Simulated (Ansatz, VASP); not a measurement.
## BiTe: VASP beside Ansatz

The input INCAR:

```
SYSTEM = BiTe
  PREC = Accurate
  ENCUT = 520
  EDIFF = 1E-8
  ISMEAR = -1
  SIGMA = 0.05
  LREAL = .FALSE.
  LASPH = .TRUE.
  NELM = 80
  ALGO = Normal
  ISIF = 2
  LWAVE = .FALSE.
  LCHARG = .FALSE.
  GGA = CA
  LEFG = .TRUE.
  NBANDS = 18
```

File KPOINTS:

```
regular mesh
0
G
  10 10 10
  0 0 0
```

File POSCAR:

```
BiTe
1.0
    0.0000000000      3.2533160000      3.2533160000
    3.2533160000      0.0000000000      3.2533160000
    3.2533160000      3.2533160000      0.0000000000
Bi Te
1 1
Direct
    0.0000000000      0.0000000000      0.0000000000
    0.5000000000      0.5000000000      0.5000000000
```

Input for Ansatz:

```yaml
crystal:
  lattice:
    - [0.0, 3.253316, 3.253316]
    - [3.253316, 0.0, 3.253316]
    - [3.253316, 3.253316, 0.0]
  atoms:
    - { symbol: Bi, position: [0.0, 0.0, 0.0] }
    - { symbol: Te, position: [0.5, 0.5, 0.5] }
kpoints:
  mp_grid: { grid: [10, 10, 10] }
  band_path:
    path:
      - [0.0, 0.0, 0.0]
      - [0.5, 0.0, 0.5]
      - [0.625, 0.25, 0.625]
      - [0.375, 0.375, 0.75]
      - [0.0, 0.0, 0.0]
      - [0.5, 0.5, 0.5]
      - [0.5, 0.25, 0.75]
      - [0.5, 0.0, 0.5]
    npoints: 5
scf:
  occupations: { method: fermi_dirac, width: 0.05 }
hamiltonian:
  xc: lda
  pseudopotentials: { kind: paw }
output:
  forces: true
  stress: true
  eigenvalues: true
  efg: { contact_densities: true }
```

Alike in both runs: task electric field gradients; functional LDA; k mesh 10 × 10 × 10; occupations fermi-dirac, width 0.05 eV; no spin polarisation.

|  | VASP | Ansatz |
| --- | --- | --- |
| version | VASP 6.6.1 | Ansatz 0.2.0 |
| potentials or method | VASP PAW LDA potentials, release 64 (Bi_d, Te) | PAW with Ansatz's default frozen-core files, scalar-relativistic |
| plane-wave cutoff (eV) | 520 | 420 |
| valence electrons in the cell | 21 | 31 |

```csv
,VASP,Ansatz,Ansatz less VASP
pressure (GPa),-3.5,-3.5,-0.06
```

LDA's correlation is that of Perdew and Zunger in VASP and of Perdew and Wang (1992) in Ansatz. VASP's potentials hold 21 valence electrons a cell and Ansatz's 31, so a difference there can come from the potentials and not from the codes.

Neither program's run includes spin-orbit coupling.
